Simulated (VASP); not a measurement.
A run of VASP 6.6.1:

File POSCAR:

```
C
1.0
    2.4557290956      0.0000000000      0.0000000000
   -1.2278645478      2.1267237816      0.0000000000
    0.0000000000      0.0000000000     21.7357996338
C
12
Direct
    0.0000000000      0.0000000000      0.9189791268
    0.3333333333      0.6666666667      0.9189758239
    0.0000000000      0.0000000000      0.7476908428
    0.3333333333      0.6666666667      0.7476875399
    0.6666666667      0.3333333333      0.2523124601
    0.0000000000      0.0000000000      0.2523091572
    0.6666666667      0.3333333333      0.0810241761
    0.0000000000      0.0000000000      0.0810208732
    0.3333333333      0.6666666667      0.5856457935
    0.6666666667      0.3333333333      0.5856424905
    0.3333333333      0.6666666667      0.4143575095
    0.6666666667      0.3333333333      0.4143542065
```

File INCAR.step1:

```
PREC = Accurate
ENCUT = 520
ISMEAR = 0
SIGMA = 0.01
LREAL = F
LASPH = T
NELM = 100
NBANDS = 36
GGA = PE
ALGO = Normal
EDIFF = 1E-4
LWAVE = T
LCHARG = F
```

The input INCAR.step2:

```
PREC = Accurate
ENCUT = 520
EDIFF = 1E-7
ISMEAR = 0
SIGMA = 0.01
LREAL = F
LASPH = T
NELM = 100
ALGO = Normal
ISIF = 2
LWAVE = F
LCHARG = F
METAGGA = R2SCAN
LMIXTAU = T
NBANDS = 36
ISTART = 1
```

The input KPOINTS:

```
regular mesh
0
Gamma
  18 18 2
```

Potentials or basis: VASP PAW PBE potentials, release 64 (C).

The run is started by

```bash
$ cat potpaw_PBE.64/C/POTCAR > POTCAR
$ cp INCAR.step1 INCAR
$ mpirun -np 1 vasp_std > vasp.out
$ cp INCAR.step2 INCAR
$ mpirun -np 1 vasp_std > vasp.out
```

Hardware: 1 thread of Intel(R) Xeon(R) 6975P-C (Granite Rapids), on a shared host.

Question: How long does it take, and how much memory?

Answer: It took 12 min on 1 thread of Intel(R) Xeon(R) 6975P-C (Granite Rapids), with other jobs on the host, peak memory 0.35 GiB. Counts: k points 74.
